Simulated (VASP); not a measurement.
Write the native input for VASP 6.6.1 that does the following.

```yaml
Task: single point
Functional: PBEsol
Potentials_or_basis: VASP PAW PBE potentials, release 64 (Ni, Si)
Cutoff: 520 eV
k_mesh: 6 × 6 × 6
Occupations: fermi-dirac, width 0.05 eV
Spin: collinear spin, ferromagnetic start
Starting_moments: "[1.0, 1.0, 1.0, 1.0, 0.0, 0.0, 0.0, 0.0] μB"
Hubbard_terms: Ni d U = 6.0 eV
Dipole_correction: no
Further_INCAR_settings: ALGO = Normal; EDIFF = 1e-07; NBANDS = 42
```

The structure of SiNi lies in POSCAR:

```
SiNi
1.0
    4.5036940000      0.0000000000      0.0000000000
    0.0000000000      4.5036940000      0.0000000000
    0.0000000000      0.0000000000      4.5036940000
Ni Si
4 4
Direct
    0.1495040000      0.1495040000      0.1495040000
    0.6495040000      0.3504960000      0.8504960000
    0.8504960000      0.6495040000      0.3504960000
    0.3504960000      0.8504960000      0.6495040000
    0.8468300000      0.8468300000      0.8468300000
    0.3468300000      0.6531700000      0.1531700000
    0.1531700000      0.3468300000      0.6531700000
    0.6531700000      0.1531700000      0.3468300000
```

These files were run (other wordings do the same):

INCAR

```
ALGO = Normal
EDIFF = 1E-7
ENCUT = 520
GGA = PS
ISIF = 2
ISMEAR = -1
ISPIN = 2
LASPH = T
LCHARG = T
LDAU = T
LDAUJ = 0 0
LDAUL = 2 -1
LDAUPRINT = 1
LDAUTYPE = 2
LDAUU = 6 0
LELF = T
LMAXMIX = 4
LORBIT = 11
LREAL = F
LVHAR = T
LWAVE = F
MAGMOM = 1 1 1 1 0 0 0 0
NBANDS = 42
NELM = 150
PREC = Accurate
SIGMA = 0.05
```

KPOINTS

```
k-points
0
Gamma
  6 6 6
```

Potentials or basis: VASP PAW PBE potentials, release 64 (Ni, Si).

Command:

```bash
$ cat potpaw_PBE.64/Ni/POTCAR potpaw_PBE.64/Si/POTCAR > POTCAR
$ mpirun -np 1 vasp_std > vasp.out
```

Results of the run:

The pressure is -15.2 GPa. The largest force is 0.198 eV/Å, the band gap on the k mesh is zero (filled and empty bands overlap) and the net moment is 0.00 μB per cell. The valence electrons inside the program's atomic spheres are Ni 9.81; Si 1.55.

Caveat: the PAW data sets were made with another functional, which shifts forces and pressure a little; the U is typed as a test and isn't derived for this compound.

It took 7 min on 1 thread of Oxide Virtual Turin-like Processor, with other jobs on the host, peak memory 0.28 GiB.
